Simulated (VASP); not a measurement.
# Mg (P6_3/mmc) in VASP: a series of runs

The runs below take Mg through single point, with PBEsol.

Everything below comes from runs of VASP 6.6.1. Logs are shortened: lines on timing, memory, paths and dates and some standing lists are left out, and cuts for length are marked.

### Step 1. The cell of the first run

It takes space group P6_3/mmc (No. 194, hexagonal). Conventional cell: a = 3.206 Å, b = 3.206 Å, c = 5.083 Å, α = 90.00°, β = 90.00°, γ = 120.00°. Mg (site symmetry -6m2) has 12 Mg at 3.14 to 3.21 Å within 4.1 Å.

### Step 2. Single point, PBEsol

File INCAR:

```
SYSTEM = Mg
  PREC = Accurate
  ENCUT = 520
  EDIFF = 1E-7
  ISMEAR = 0
  SIGMA = 0.1
  LREAL = .False.
  LASPH = .True.
  NELM = 100
  ALGO = Normal
  ISIF = 2
  LWAVE = .False.
  LCHARG = .False.
  GGA = PS
  NBANDS = 9
```

File KPOINTS:

```
Automatic mesh
0
Gamma
  12 12 7
  0 0 0
```

File POSCAR:

```
Mg
1.0
    3.2062346808      0.0000000000      0.0000000000
   -1.6031173404      2.7766806841      0.0000000000
    0.0000000000      0.0000000000      5.0834783795
Mg
2
Direct
    0.6666666667      0.3333333333      0.2500000000
    0.3333333333      0.6666666667      0.7500000000
```

Potentials or basis: VASP PAW PBE potentials, release 64 (Mg).

The run is started by

```
$ cat potpaw_PBE.64/Mg/POTCAR > POTCAR
$ mpirun -np 1 vasp_std > vasp.out
```

OUTCAR:

```text
SYSTEM = Mg
   PREC = Accurate
   ENCUT = 520
   EDIFF = 1E-7
   ISMEAR = 0
   LREAL = .False.
   LASPH = .True.
   NELM = 100
   ISIF = 2
   GGA = PS

 ion  position               nearest neighbor table
   1  0.667  0.333  0.250-   2 3.14   2 3.14   2 3.14   2 3.14   2 3.14   2 3.14
   2  0.333  0.667  0.750-   1 3.14   1 3.14   1 3.14   1 3.14   1 3.14   1 3.14

  LATTYP: Found a hexagonal cell.
 ALAT       =     3.2062346808
 C/A-ratio  =     1.5854979082

  Lattice vectors:

 A1 = (   3.2062346808,   0.0000000000,   0.0000000000)
 A2 = (  -1.6031173404,   2.7766806841,   0.0000000000)
 A3 = (   0.0000000000,   0.0000000000,   5.0834783795)

Analysis of symmetry for initial positions (statically):
=====================================================================
 Subroutine PRICEL returns:
 Original cell was already a primitive cell.

 Routine SETGRP: Setting up the symmetry group for a
 hexagonal supercell.

 Subroutine GETGRP returns: Found 24 space group operations
 (whereof 12 operations were pure point group operations)
 out of a pool of 24 trial point group operations.

The static configuration has the point symmetry D_3d.
 The point group associated with its full space group is D_6h.

Analysis of symmetry for dynamics (positions and initial velocities):
=====================================================================
 Subroutine PRICEL returns:
 Original cell was already a primitive cell.

 Routine SETGRP: Setting up the symmetry group for a
 hexagonal supercell.

 Subroutine GETGRP returns: Found 24 space group operations
 (whereof 12 operations were pure point group operations)
 out of a pool of 24 trial point group operations.

The dynamic configuration has the point symmetry D_3d.
 The point group associated with its full space group is D_6h.

 Subroutine INISYM returns: Found 24 space group operations
 (whereof 12 operations are pure point group operations),
 and found     1 'primitive' translations

----------------------------------------------------------------------------------------

                                     Primitive cell

  volume of cell :      45.2566

  direct lattice vectors                    reciprocal lattice vectors
     3.206234681  0.000000000  0.000000000     0.311892328  0.180071120  0.000000000
    -1.603117340  2.776680684  0.000000000     0.000000000  0.360142240  0.000000000
     0.000000000  0.000000000  5.083478379     0.000000000  0.000000000  0.196715698

  length of vectors
     3.206234681  3.206234681  5.083478379     0.360142240  0.360142240  0.196715698

  position of ions in fractional coordinates (direct lattice)
     0.666666667  0.333333333  0.250000000
     0.333333333  0.666666667  0.750000000

  ion indices of the primitive-cell ions
   primitive index   ion index
                 1           1
                 2           2

----------------------------------------------------------------------------------------

 KPOINTS: Automatic mesh

Automatic generation of k-mesh.
 Grid dimensions read from file:
 generate k-points for:   12   12    7

 Generating k-lattice:

  Cartesian coordinates                     Fractional coordinates (reciprocal lattice)
     0.025991027  0.015005927  0.000000000     0.083333333  0.000000000  0.000000000
     0.000000000  0.030011853  0.000000000     0.000000000  0.083333333  0.000000000
     0.000000000  0.000000000  0.028102243     0.000000000  0.000000000  0.142857143

  Length of vectors
     0.030011853  0.030011853  0.028102243

  Shift w.r.t. Gamma in fractional coordinates (k-lattice)
     0.000000000  0.000000000  0.000000000

 Subroutine IBZKPT returns following result:
 ===========================================

 Found     76 irreducible k-points:

 Following reciprocal coordinates:
            Coordinates               Weight
  0.000000  0.000000  0.000000      1.000000
  0.083333 -0.000000  0.000000      6.000000
  0.166667  0.000000  0.000000      6.000000
  0.250000 -0.000000  0.000000      6.000000
  0.333333 -0.000000  0.000000      6.000000
  0.416667 -0.000000  0.000000      6.000000
[... 16 lines left out ...]
  0.250000 -0.000000  0.142857     12.000000
  0.333333 -0.000000  0.142857     12.000000
 [... further k-points ...]
   k-points           NKPTS =     76   k-points in BZ     NKDIM =     76   number of bands    NBANDS=      9
   number of dos      NEDOS =    301   number of ions     NIONS =      2
   total plane-waves  NPLWV =  23040
   dimension x,y,z NGX =    24 NGY =   24 NGZ =   40
   dimension x,y,z NGXF=    48 NGYF=   48 NGZF=   80
   ions per type =               2
   NGX,Y,Z   is equivalent  to a cutoff of  12.44, 12.44, 13.08 a.u.
   NGXF,Y,Z  is equivalent  to a cutoff of  24.89, 24.89, 26.16 a.u.
 SYSTEM =  Mg
   PREC   = accura    normal or accurate (medium, high low for compatibility)
   ISTART =      0    job   : 0-new  1-cont  2-samecut
   ICHARG =      2    charge: 1-file 2-atom 10-const
   ISPIN  =      1    spin polarized calculation?
   LNONCOLLINEAR =      F non collinear calculations
   LSORBIT =      F    spin-orbit coupling
   LASPH  =      T    aspherical Exc in radial PAW
   ENCUT  =  520.0 eV  38.22 Ry    6.18 a.u.   5.96  5.96  9.45*2*pi/ulx,y,z
   NELM   =    100;   NELMIN=  2; NELMDL= -5     # of ELM steps
   EDIFF  = 0.1E-06   stopping-criterion for ELM
   LREAL  =      F    real-space projection
   EDIFFG = 0.1E-05   stopping-criterion for IOM
   NSW    =      0    number of steps for IOM
   IBRION =     -1    ionic relax: 0-MD 1-quasi-New 2-CG
   NFREE  =      0    steps in history (QN), initial steepest desc. (CG)
   ISIF   =      2    stress and relaxation
   ISYM   =      2    0-nonsym 1-usesym 2-fastsym
   POTIM  = 0.5000    time-step for ionic-motion
   TEBEG  =    0.0;   TEEND  =   0.0 temperature during run
   PSTRESS=    0.0 pullay stress
   NELECT =       4.0000    total number of electrons
   NUPDOWN=      -1.0000    fix difference up-down
   EMIN   =  10.00;   EMAX   =-10.00  energy-range for DOS
   EFERMI =   0.00;   METHOD = LEGACY
   ISMEAR =     0;   SIGMA  =   0.10  broadening in eV -4-tet -1-fermi 0-gaus
   EFERMI_NEDOS =   21; number of points for ismear=-14 and -15
   IALGO  =     38    algorithm
   IMIX   =      4    mixing-type and parameters
     AMIX     =   0.40;   BMIX     =  1.00
     AMIX_MAG =   1.60;   BMIX_MAG =  1.00
  volume/ion in A,a.u.               =      22.63       152.70
  Fermi-wavevector in a.u.,A,eV,Ry     =   0.729235  1.378054  7.235353  0.531783
  Thomas-Fermi vector in A             =   1.820906
   LORBIT       =      0    0 simple, 1 ext, 2 COOP (PROOUT), +10 PAW based schemes
   GGA     = PS    functional components
   LHFCALC =     F    Hartree Fock is set to
   AEXX    =    0.0000 exact exchange contribution
   IVDW    =     0    specifies the selected vdW correction
   LEPSILON=     F    determine dielectric tensor
   LRPA    =     F    only Hartree local field effects (RPA)
 non-spin polarized calculation
 Gauss-broadening in eV      SIGMA  =   0.10
  energy-cutoff  :      520.00
  volume of cell :       45.26
 maximum number of plane-waves:      1239
 NGX is ok and might be reduce to    24
   NGX = 11   NGY = 11   NGZ = 19

 number of electron       4.0000000 magnetization

 Free energy of the ion-electron system (eV)
  ---------------------------------------------------
  ext. energy  EPLUGINS =         0.00000000
  ---------------------------------------------------
  free energy    TOTEN  =        -3.45056077 eV

  energy without entropy =       -3.44759598  energy(sigma->0) =       -3.44907838

 E-fermi :   2.5956     XC(G=0):  -8.5786

 val. band max:        2.5696201604   @ k =   0.1667   0.1667   0.0000
 cond. band min:       2.6935343098   @ k =   0.2500   0.0833   0.0000
 fundamental gap:      0.1239141494
 Fermi energy:         2.5956115765

 k-point     1 :       0.0000    0.0000    0.0000
  band No.  band energies     occupation
      1      -4.3243      2.00000
      2       1.0845      2.00000
      3       1.6525      2.00000
      4      13.4253      0.00000
      5      13.4253      0.00000
      6      13.5146      0.00000
      7      13.5146      0.00000
      8      14.6496      0.00000
      9      15.9817      0.00000

 k-point     2 :       0.0833   -0.0000    0.0000
  band No.  band energies     occupation
      1      -4.1885      2.00000
      2       1.2081      2.00000
      3       1.7838      2.00000
      4      11.1718      0.00000
      5      12.2181      0.00000
      6      13.0802      0.00000
      7      14.9176      0.00000
      8      15.6907      0.00000
      9      15.9445      0.00000

 k-point     3 :       0.1667    0.0000    0.0000
  band No.  band energies     occupation
      1      -3.7822      2.00000
      2       1.5790      2.00000
      3       2.1719      2.00000
      4       8.6674      0.00000
      5      11.1931      0.00000
      6      11.8842      0.00000
      7      13.5005      0.00000
      8      14.6300      0.00000
      9      15.8714      0.00000

 k-point     4 :       0.2500   -0.0000    0.0000
  band No.  band energies     occupation
      1      -3.1089      2.00000
      2       2.1979      2.00000
      3       2.7883      0.00642
      4       6.3582      0.00000
      5      10.3973      0.00000
      6      10.6385      0.00000
      7      11.1732      0.00000
      8      12.9779      0.00000
      9      14.9887      0.00000

 k-point     5 :       0.3333   -0.0000    0.0000
  band No.  band energies     occupation
      1      -2.1743      2.00000
      2       3.0654      0.00000
      3       3.3415      0.00000
      4       4.5660      0.00000
      5       9.0623      0.00000
      6       9.2651      0.00000
      7       9.8302      0.00000
      8      11.7725      0.00000
      9      14.3466      0.00000

 k-point     6 :       0.4167   -0.0000    0.0000
  band No.  band energies     occupation
      1      -0.9869      2.00000
      2       2.0662      2.00000
      3       4.1799      0.00000
      4       5.0479      0.00000
      5       7.1958      0.00000
      6       7.7815      0.00000
      7       9.4907      0.00000
      8      11.1126      0.00000
      9      13.9579      0.00000
[... 169 lines left out ...]
 k-point    21 :       0.0833   -0.0000    0.1429
  band No.  band energies     occupation
      1      -4.0695      2.00000
      2      -0.0074      2.00000
      3       3.2029      0.00000
      4      11.2617      0.00000
      5      12.3151      0.00000
      6      13.0720      0.00000
      7      14.2348      0.00000
      8      14.9016      0.00000
      9      15.4015      0.00000

 k-point    22 :       0.1667    0.0000    0.1429
  band No.  band energies     occupation
      1      -3.6637      2.00000
      2       0.3788      2.00000
      3       3.5716      0.00000
      4       8.7718      0.00000
      5      11.2921      0.00000
      6      11.7349      0.00000
      7      12.8661      0.00000
      8      14.7480      0.00000
      9      14.9277      0.00000

 k-point    23 :       0.2500   -0.0000    0.1429
  band No.  band energies     occupation
      1      -2.9912      2.00000
      2       1.0168      2.00000
      3       4.1461      0.00000
      4       6.4869      0.00000
      5       9.8944      0.00000
      6      10.4966      0.00000
      7      11.4598      0.00000
      8      13.6217      0.00000
      9      13.9818      0.00000

 k-point    24 :       0.3333   -0.0000    0.1429
  band No.  band energies     occupation
      1      -2.0579      2.00000
      2       1.8858      2.00000
      3       4.0547      0.00000
      4       5.3313      0.00000
      5       7.9365      0.00000
      6       9.9295      0.00000
      7      10.2745      0.00000
      8      12.1629      0.00000
      9      13.4027      0.00000

 [... further k-points ...]
[... 5 lines left out ...]
  --------------------------------------------------------------------------------------
  -------------------------------------------------------------------------------------
  Total       -0.1108074     -0.1108074     -0.0004445      0.0000000      0.0000000      0.0000000
  in kB       -3.9228072     -3.9228072     -0.0157354      0.0000000      0.0000000      0.0000000
  external PRESSURE =      -2.6204499 kB  Pullay stress =       0.0000000 kB

 VOLUME and BASIS-vectors are now :
 -----------------------------------------------------------------------------
  energy-cutoff  :      520.00
  volume of cell :       45.26
      direct lattice vectors                 reciprocal lattice vectors
     3.206234681  0.000000000  0.000000000     0.311892328  0.180071120  0.000000000
    -1.603117340  2.776680684  0.000000000     0.000000000  0.360142240  0.000000000
     0.000000000  0.000000000  5.083478379     0.000000000  0.000000000  0.196715698

 POSITION                                       TOTAL-FORCE (eV/Angst)
 -----------------------------------------------------------------------------------
      1.60312      0.92556      1.27087         0.000000      0.000000      0.000000
     -0.00000      1.85112      3.81261        -0.000000      0.000000      0.000000
 -----------------------------------------------------------------------------------
    total drift:                                0.000000     -0.000000      0.000000

  FREE ENERGIE OF THE ION-ELECTRON SYSTEM (eV)
  ---------------------------------------------------
  free  energy   TOTEN  =        -3.4505607690 eV

  energy  without entropy=       -3.4475959817  energy(sigma->0) =       -3.44907838
```

It took 8 s on 1 thread of Intel Xeon 6975P-C (Granite Rapids), shared host; peak memory 0.17 GiB.

Results:

```
Free energy            : -3.4506 eV
Pressure               : -0.3 GPa
Band gap on the k mesh : zero (band 2 reaches 3.60 eV, above the bottom of band 3 at 1.65 eV)
```

Caveat: the PAW data sets were made with another functional, which shifts forces and pressure a little.

### Step 3. Single point, PBEsol

File INCAR:

```
ALGO = Normal
EDIFF = 1E-7
ENCUT = 520
GGA = PS
ISIF = 2
ISMEAR = 0
LASPH = True
LCHARG = False
LREAL = False
LWAVE = False
NBANDS = 9
NELM = 60
PREC = Accurate
SIGMA = 0.1
```

File KPOINTS:

```
k-points
0
Gamma
  12 12 7
```

POSCAR, as its differences from that of step 2:

```diff
@@ -4,3 +4,3 @@
    -1.6031173404      2.7766806841      0.0000000000
-    0.0000000000      0.0000000000      5.0834783795
+    0.0000000000      0.0000000000      5.0771615332
 Mg
```

Potentials or basis: VASP PAW PBE potentials, release 64 (Mg).

The run is started by

```
$ cat potpaw_PBE.64/Mg/POTCAR > POTCAR
$ mpirun -np 1 vasp_std > vasp.out
```

It took 7.8 s on 1 thread of Intel Xeon 6975P-C (Granite Rapids), shared host; peak memory 0.17 GiB.

Results (log left out):

```yaml
Free_energy: -3.4505 eV
Pressure: -0.2 GPa
Band_gap_on_the_k_mesh: zero (band 2 reaches 3.61 eV, above the bottom of band 3 at 1.67 eV)
```

Stress tensor (GPa, compression positive):
```
-0.36  0.00  0.00
 0.00 -0.36  0.00
 0.00  0.00  0.08
```

Levels at points of the mesh, in eV from the Fermi level:
```csv
k point,band 1,band 2,band 3,band 4,band 5,band 6
"(0.00, 0.00, 0.00)",-6.93,-1.51,-0.93,10.82,10.82,10.91
"(0.50, 0.00, 0.00)",-2.16,-2.16,2.79,3.15,3.57,3.91
```

Caveat: the PAW data sets were made with another functional, which shifts forces and pressure a little.
